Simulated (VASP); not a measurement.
Input of a VASP 6.6.1 run:

The input POSCAR:

```
SnO
1.0
    4.2064118576      0.0000000000      0.0000000000
   -2.1032059288      3.6428595275      0.0000000000
    0.0000000000      0.0000000000      5.2871037057
Sn O
2 2
Direct
    0.3333333333      0.6666666667      0.2500000000
    0.6666666667      0.3333333333      0.7500000000
    0.6666666667      0.3333333333      0.2500000000
    0.3333333333      0.6666666667      0.7500000000
```

The input INCAR.step1:

```
PREC = Accurate ; ENCUT = 520
ISMEAR = 0 ; SIGMA = 0.01
LREAL = F ; LASPH = T
NELM = 80 ; NBANDS = 28
GGA = PE ; ALGO = Normal
EDIFF = 1E-4 ; LWAVE = T
LCHARG = F
```

INCAR.step2

```
PREC = Accurate ; ENCUT = 520
EDIFF = 1E-7 ; ISMEAR = 0
SIGMA = 0.01 ; LREAL = F
LASPH = T ; NELM = 80
ALGO = Normal ; ISIF = 2
LWAVE = F ; LCHARG = F
METAGGA = R2SCAN ; LMIXTAU = T
NBANDS = 28 ; ISTART = 1
```

Contents of KPOINTS:

```
Automatic mesh
0
Gamma
  6 6 4
```

Potentials or basis: VASP PAW PBE potentials, release 64 (Sn_d, O).

Launch:

```sh
$ cat potpaw_PBE.64/Sn_d/POTCAR potpaw_PBE.64/O/POTCAR > POTCAR
$ cp INCAR.step1 INCAR
$ mpirun -np 1 vasp_std > vasp.out
$ cp INCAR.step2 INCAR
$ mpirun -np 1 vasp_std > vasp.out
```

Question: What does it give for the pressure?

Answer: -4.0 GPa.

Question: What does it give for the band gap on the k mesh?

Answer: 0.70 eV, direct.

Stress tensor (GPa, compression positive):
```
-4.11  0.00  0.00
 0.00 -4.11  0.00
 0.00  0.00 -3.87
```

Caveat: the PAW data sets were made with another functional, which shifts forces and pressure a little; spin-orbit coupling is left out, which moves the levels of the heavy elements. A k mesh can miss the band edges.
